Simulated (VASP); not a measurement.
# Cu12O in VASP: single point with PBE

Aim: the single point of Cu12O with PBE.

All numbers are computed with VASP 6.6.1; they aren't measurements. Logs are shortened: lines on timing, memory, paths and dates and some standing lists are left out, and cuts for length are marked.

## (1) The cell of the first run

The cell holds a slab with vacuum, 13 atoms: a = 5.132 Å, b = 5.132 Å, c = 19.028 Å, α = 90.00°, β = 90.00°, γ = 90.00°.

## (2) Single point, PBE

Input file INCAR:

```
PREC = Accurate
ENCUT = 520
EDIFF = 1E-6
ISMEAR = 0
SIGMA = 0.1
LREAL = False
LASPH = True
NELM = 80
ALGO = Normal
ISIF = 2
LWAVE = False
LCHARG = False
LDIPOL = True
IDIPOL = 3
DIPOL = 0.5 0.5 0.315
GGA = PE
NBANDS = 81
```

Input file KPOINTS:

```
Automatic mesh
0
Gamma
  5 5 1
```

Input file POSCAR:

```
Cu12O
1.0
    5.1319544654      0.0000000000      0.0000000000
    0.0000000000      5.1319544654      0.0000000000
    0.0000000000      0.0000000000     19.0279314150
Cu O
12 1
Direct
    0.2500000000      0.2500000000      0.2102172807
    0.2500000000      0.7500000000      0.2102172807
    0.7500000000      0.2500000000      0.2102172807
    0.7500000000      0.7500000000      0.2102172807
    0.0000000000      0.0000000000      0.3029241254
    0.0000000000      0.5000000000      0.3029241254
    0.5000000000      0.0000000000      0.3029241254
    0.5000000000      0.5000000000      0.3029241254
    0.2500000000      0.2500000000      0.3956253179
    0.2500000000      0.7500000000      0.3956253179
    0.7500000000      0.2500000000      0.3956253179
    0.7500000000      0.7500000000      0.3956253179
    0.4166666667      0.4166666667      0.4603953654
```

Potentials or basis: VASP PAW PBE potentials, release 64 (Cu, O).

Run with:

```bash
$ cat potpaw_PBE.64/Cu/POTCAR potpaw_PBE.64/O/POTCAR > POTCAR
$ mpirun -np 1 vasp_std > vasp.out
```

OUTCAR:

```text
PREC = Accurate
   ENCUT = 520
   EDIFF = 1E-6
   ISMEAR = 0
   LREAL = False
   LASPH = True
   NELM = 80
   ISIF = 2
   GGA = PE

 ion  position               nearest neighbor table
   1  0.250  0.250  0.210-   5 2.53   6 2.53   7 2.53   8 2.53   2 2.57   3 2.57   2 2.57   3 2.57

   2  0.250  0.750  0.210-   5 2.53   6 2.53   7 2.53   8 2.53   1 2.57   4 2.57   1 2.57   4 2.57

   3  0.750  0.250  0.210-   5 2.53   6 2.53   7 2.53   8 2.53   1 2.57   4 2.57   4 2.57   1 2.57
[... 4 lines left out ...]
                             6 2.57   7 2.57   6 2.57   7 2.57
   6  0.000  0.500  0.303-   9 2.53  10 2.53  11 2.53  12 2.53   1 2.53   2 2.53   3 2.53   4 2.53
                             5 2.57   8 2.57   5 2.57   8 2.57
   7  0.500  0.000  0.303-   9 2.53  10 2.53  11 2.53  12 2.53   1 2.53   2 2.53   3 2.53   4 2.53
                             5 2.57   8 2.57   8 2.57   5 2.57
   8  0.500  0.500  0.303-   9 2.53  10 2.53  11 2.53  12 2.53   1 2.53   2 2.53   3 2.53   4 2.53
                             6 2.57   7 2.57   7 2.57   6 2.57
   9  0.250  0.250  0.396-  13 1.73   6 2.53   7 2.53   8 2.53   5 2.53  11 2.57  10 2.57  10 2.57
                            11 2.57
  10  0.250  0.750  0.396-  13 2.28   6 2.53   7 2.53   8 2.53   5 2.53  12 2.57   9 2.57   9 2.57
                            12 2.57
  11  0.750  0.250  0.396-  13 2.28   6 2.53   7 2.53   8 2.53   5 2.53  12 2.57   9 2.57  12 2.57
                             9 2.57
  12  0.750  0.750  0.396-   5 2.53   6 2.53   7 2.53   8 2.53  10 2.57  11 2.57  11 2.57  10 2.57

  13  0.417  0.417  0.460-   9 1.73  10 2.28  11 2.28

  LATTYP: Found a simple tetragonal cell.
 ALAT       =     5.1319544654
 C/A-ratio  =     3.7077358233

  Lattice vectors:

 A1 = (   5.1319544654,   0.0000000000,   0.0000000000)
 A2 = (   0.0000000000,   5.1319544654,   0.0000000000)
 A3 = (   0.0000000000,   0.0000000000,  19.0279314150)

Analysis of symmetry for initial positions (statically):
=====================================================================
 Subroutine PRICEL returns:
 Original cell was already a primitive cell.

 Routine SETGRP: Setting up the symmetry group for a
 simple tetragonal supercell.

 Subroutine GETGRP returns: Found  2 space group operations
 (whereof  2 operations were pure point group operations)
 out of a pool of 16 trial point group operations.

The static configuration has the point symmetry C_1h.

Analysis of symmetry for dynamics (positions and initial velocities):
=====================================================================
 Subroutine PRICEL returns:
 Original cell was already a primitive cell.

 Routine SETGRP: Setting up the symmetry group for a
 simple tetragonal supercell.

 Subroutine GETGRP returns: Found  2 space group operations
 (whereof  2 operations were pure point group operations)
 out of a pool of 16 trial point group operations.

The dynamic configuration has the point symmetry C_1h.

 Subroutine INISYM returns: Found  2 space group operations
 (whereof  2 operations are pure point group operations),
 and found     1 'primitive' translations

----------------------------------------------------------------------------------------

                                     Primitive cell

  volume of cell :     501.1378

  direct lattice vectors                    reciprocal lattice vectors
     5.131954465  0.000000000  0.000000000     0.194857536  0.000000000  0.000000000
     0.000000000  5.131954465  0.000000000     0.000000000  0.194857536  0.000000000
     0.000000000  0.000000000 19.027931415     0.000000000  0.000000000  0.052554320

  length of vectors
     5.131954465  5.131954465 19.027931415     0.194857536  0.194857536  0.052554320

  position of ions in fractional coordinates (direct lattice)
     0.250000000  0.250000000  0.210217281
     0.250000000  0.750000000  0.210217281
     0.750000000  0.250000000  0.210217281
     0.750000000  0.750000000  0.210217281
     0.000000000  0.000000000  0.302924125
     0.000000000  0.500000000  0.302924125
     0.500000000  0.000000000  0.302924125
     0.500000000  0.500000000  0.302924125
     0.250000000  0.250000000  0.395625318
     0.250000000  0.750000000  0.395625318
     0.750000000  0.250000000  0.395625318
     0.750000000  0.750000000  0.395625318
[... 38 lines left out ...]

 Subroutine IBZKPT returns following result:
 ===========================================

 Found      9 irreducible k-points:

 Following reciprocal coordinates:
            Coordinates               Weight
  0.000000  0.000000  0.000000      1.000000
  0.200000  0.000000  0.000000      4.000000
  0.400000  0.000000  0.000000      4.000000
  0.200000  0.200000  0.000000      2.000000
 -0.200000  0.200000  0.000000      2.000000
  0.400000  0.200000  0.000000      4.000000
 -0.200000  0.400000  0.000000      4.000000
  0.400000  0.400000  0.000000      2.000000
 -0.400000  0.400000  0.000000      2.000000
   k-points           NKPTS =      9   k-points in BZ     NKDIM =      9   number of bands    NBANDS=     81
   number of dos      NEDOS =    301   number of ions     NIONS =     13
   total plane-waves  NPLWV = 230400
   dimension x,y,z NGX =    40 NGY =   40 NGZ =  144
   dimension x,y,z NGXF=    80 NGYF=   80 NGZF=  288
   ions per type =              12   1
   NGX,Y,Z   is equivalent  to a cutoff of  12.96, 12.96, 12.58 a.u.
   NGXF,Y,Z  is equivalent  to a cutoff of  25.92, 25.92, 25.16 a.u.
 SYSTEM =  unknown system
   PREC   = accura    normal or accurate (medium, high low for compatibility)
   ISTART =      0    job   : 0-new  1-cont  2-samecut
   ICHARG =      2    charge: 1-file 2-atom 10-const
   ISPIN  =      1    spin polarized calculation?
   LNONCOLLINEAR =      F non collinear calculations
   LSORBIT =      F    spin-orbit coupling
   LASPH  =      T    aspherical Exc in radial PAW
   ENCUT  =  520.0 eV  38.22 Ry    6.18 a.u.   9.54  9.54 35.38*2*pi/ulx,y,z
   NELM   =     80;   NELMIN=  2; NELMDL= -5     # of ELM steps
   EDIFF  = 0.1E-05   stopping-criterion for ELM
   LREAL  =      F    real-space projection
   EDIFFG = 0.1E-04   stopping-criterion for IOM
   NSW    =      0    number of steps for IOM
   IBRION =     -1    ionic relax: 0-MD 1-quasi-New 2-CG
   NFREE  =      0    steps in history (QN), initial steepest desc. (CG)
   ISIF   =      2    stress and relaxation
   ISYM   =      2    0-nonsym 1-usesym 2-fastsym
   POTIM  = 0.5000    time-step for ionic-motion
   TEBEG  =    0.0;   TEEND  =   0.0 temperature during run
   PSTRESS=    0.0 pullay stress
   NELECT =     138.0000    total number of electrons
   NUPDOWN=      -1.0000    fix difference up-down
   EMIN   =  10.00;   EMAX   =-10.00  energy-range for DOS
   EFERMI =   0.00;   METHOD = LEGACY
   ISMEAR =     0;   SIGMA  =   0.10  broadening in eV -4-tet -1-fermi 0-gaus
   EFERMI_NEDOS =   21; number of points for ismear=-14 and -15
   IALGO  =     38    algorithm
   IMIX   =      4    mixing-type and parameters
     AMIX     =   0.40;   BMIX     =  1.00
     AMIX_MAG =   1.60;   BMIX_MAG =  1.00
  volume/ion in A,a.u.               =      38.55       260.14
  Fermi-wavevector in a.u.,A,eV,Ry     =   1.065080  2.012709 15.434380  1.134395
  Thomas-Fermi vector in A             =   2.200620
   LORBIT       =      0    0 simple, 1 ext, 2 COOP (PROOUT), +10 PAW based schemes
   GGA     = PE    functional components
   LHFCALC =     F    Hartree Fock is set to
   AEXX    =    0.0000 exact exchange contribution
   IVDW    =     0    specifies the selected vdW correction
   LEPSILON=     F    determine dielectric tensor
   LRPA    =     F    only Hartree local field effects (RPA)
 non-spin polarized calculation
 Gauss-broadening in eV      SIGMA  =   0.10
  energy-cutoff  :      520.00
  volume of cell :      501.14
 maximum number of plane-waves:     13595
 NGX is ok and might be reduce to    40
   NGX = 19   NGY = 19   NGZ = 71

 dipolmoment           0.000000      0.000000     -0.223816 electrons x Angstroem

 number of electron     137.9999783 magnetization

 dipolmoment           0.000000      0.000000      0.183791 electrons x Angstroem

 Free energy of the ion-electron system (eV)
  ---------------------------------------------------
  ext. energy  EPLUGINS =         0.00000000
  ---------------------------------------------------
  free energy    TOTEN  =       -45.80595279 eV

  energy without entropy =      -45.75669877  energy(sigma->0) =      -45.78132578

 E-fermi :  -1.3841     XC(G=0):  -4.7222

 val. band max:       -1.3861989639   @ k =  -0.2000   0.2000   0.0000
 cond. band min:      -1.3662182585   @ k =  -0.2000   0.4000   0.0000
 fundamental gap:      0.0199807053
 Fermi energy:        -1.3840744802

 k-point     1 :       0.0000    0.0000    0.0000
  band No.  band energies     occupation
      1     -18.9000      2.00000
      2      -9.7454      2.00000
      3      -7.1767      2.00000
      4      -6.3746      2.00000
      5      -6.3382      2.00000
      6      -6.2416      2.00000
[... 745 lines left out ...]
     80       4.4377      0.00000
     81       4.5034      0.00000

------------------------ aborting loop because EDIFF is reached ----------------------------------------

 vacuum level on the upper side and lower side of the slab       (xc-potential included)         0.496        -0.697

  FORCE on cell =-STRESS in cart. coord.  units (eV):
  Direction    XX          YY          ZZ          XY          YZ          ZX
  --------------------------------------------------------------------------------------
  -------------------------------------------------------------------------------------
  Total       -3.2445128     -3.2445128      1.4158443      1.6325425      1.8174493      1.8174492
  in kB      -10.3729650    -10.3729650      4.5265665      5.2193680      5.8105295      5.8105294
  external PRESSURE =      -5.4064545 kB  Pullay stress =       0.0000000 kB

 VOLUME and BASIS-vectors are now :
 -----------------------------------------------------------------------------
  energy-cutoff  :      520.00
  volume of cell :      501.14
      direct lattice vectors                 reciprocal lattice vectors
     5.131954465  0.000000000  0.000000000     0.194857536  0.000000000  0.000000000
     0.000000000  5.131954465  0.000000000     0.000000000  0.194857536  0.000000000
     0.000000000  0.000000000 19.027931415     0.000000000  0.000000000  0.052554320

 POSITION                                       TOTAL-FORCE (eV/Angst)
 -----------------------------------------------------------------------------------
      1.28299      1.28299      4.00000         0.022656      0.022656     -0.038361
      1.28299      3.84897      4.00000        -0.013954     -0.027640     -0.029504
      3.84897      1.28299      4.00000        -0.027640     -0.013954     -0.029504
      3.84897      3.84897      4.00000         0.012521      0.012521     -0.048324
      0.00000      0.00000      5.76402         0.021283      0.021283      0.180099
      0.00000      2.56598      5.76402        -0.048909     -0.001898     -0.095600
      2.56598      0.00000      5.76402        -0.001898     -0.048909     -0.095600
      2.56598      2.56598      5.76402         0.084237      0.084237     -0.468090
      1.28299      1.28299      7.52793        -1.302582     -1.302582     -0.783368
      1.28299      3.84897      7.52793         0.139715     -0.373150      0.574420
      3.84897      1.28299      7.52793        -0.373150      0.139715      0.574420
      3.84897      3.84897      7.52793        -0.046162     -0.046162      0.124848
      2.13831      2.13831      8.76037         1.533883      1.533883      0.134562
 -----------------------------------------------------------------------------------
    total drift:                               -0.000671     -0.000671      0.000843

  FREE ENERGIE OF THE ION-ELECTRON SYSTEM (eV)
  ---------------------------------------------------
  free  energy   TOTEN  =       -45.8059527885 eV

  energy  without entropy=      -45.7566987730  energy(sigma->0) =      -45.78132578

 vacuum level on the upper side and lower side of the slab         4.366         3.141
```

Wall time 25 min (1 thread of Intel Xeon Platinum 8488C (Sapphire Rapids), shared host); peak memory 0.63 GiB.

Results:

```
Free energy            : -45.8060 eV
Largest force          : 2.173 eV/Å
Band gap on the k mesh : zero (bands 69 and 70 overlap by 0.60 eV)
```

Forces on the atoms (eV/Å):
```
Cu   0.023  0.023 -0.038
Cu  -0.014 -0.028 -0.030
Cu  -0.028 -0.014 -0.030
Cu   0.013  0.013 -0.048
Cu   0.021  0.021  0.180
Cu  -0.049 -0.002 -0.096
Cu  -0.002 -0.049 -0.096
Cu   0.084  0.084 -0.468
Cu  -1.303 -1.303 -0.783
Cu   0.140 -0.373  0.574
Cu  -0.373  0.140  0.574
Cu  -0.046 -0.046  0.125
O    1.534  1.534  0.135
```

With open d or f shells a metallic result of PBE can be an artefact of self-interaction; +U or a hybrid may open a gap.
